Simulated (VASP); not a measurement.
## Be16H (a cell with a defect): single point with PBEsol

Be16H (a cell with a defect):

```
Be H
1.0
    -2.29000   -3.96640    0.00000
     3.43500   -1.98320    0.00000
     0.00000    0.00000    7.17686
Be H
16 1
Direct
  0.73958 0.49768 0.00363
  0.50015 0.33393 0.25133
  0.74938 0.49879 0.50003
  0.50010 0.33464 0.74803
  0.50092 0.00064 0.99893
  0.25036 0.83458 0.25081
  0.49941 0.00407 0.49619
  0.25483 0.83895 0.74596
  0.26066 0.49043 0.00439
  0.99937 0.33340 0.25355
  0.24996 0.49858 0.50027
  0.99909 0.32445 0.74655
  0.99685 0.01033 0.00385
  0.74833 0.83502 0.25094
  0.99967 0.99499 0.49805
  0.74318 0.83955 0.74536
  0.00529 0.65960 0.91636
```

```json
{
  "Program": "VASP 6.6.1",
  "Task": "single point",
  "Functional": "PBEsol",
  "Potentials or basis": "VASP PAW PBE potentials, release 64 (Be, H)",
  "Cutoff": "520 eV",
  "k mesh": "5 × 5 × 3",
  "Occupations": "gaussian, width 0.15 eV",
  "Spin": "no spin polarisation"
}
```

* Pressure: -0.6 GPa
* Largest force: 0.779 eV/Å

Forces in eV/Å, atoms in the order of the input:
```
Be  -0.032 -0.026  0.072
Be  -0.007  0.007  0.049
Be   0.000 -0.002  0.054
Be  -0.006  0.007  0.048
Be   0.023  0.004  0.048
Be   0.002  0.006  0.010
Be  -0.008  0.003  0.020
Be   0.004 -0.025  0.062
Be   0.073  0.019  0.071
Be   0.033 -0.023  0.025
Be   0.002  0.001  0.054
Be  -0.006 -0.002  0.080
Be  -0.061 -0.006  0.076
Be  -0.012 -0.010  0.011
Be  -0.004  0.004  0.036
Be   0.011  0.003  0.064
H   -0.011  0.040 -0.778
```

Stress tensor (GPa, compression positive):
```
-0.59  1.05 -0.14
 1.05  0.42  0.07
-0.14  0.07 -1.60
```

Levels at points of the mesh, in eV from the Fermi level:
```csv
k point,band 12,band 13,band 14,band 15,band 16,band 17,band 18,band 19,band 20,band 21
"(0.00, 0.00, 0.00)",-4.21,-4.09,-3.64,-0.37,0.14,0.35,0.63,0.81,1.05,1.08
```

Run time: 120 s on 1 thread of Intel(R) Xeon(R) 6975P-C (Granite Rapids) (shared host), peak memory 0.27 GiB.

Caveat: the PAW data sets were made with another functional, which shifts forces and pressure a little.
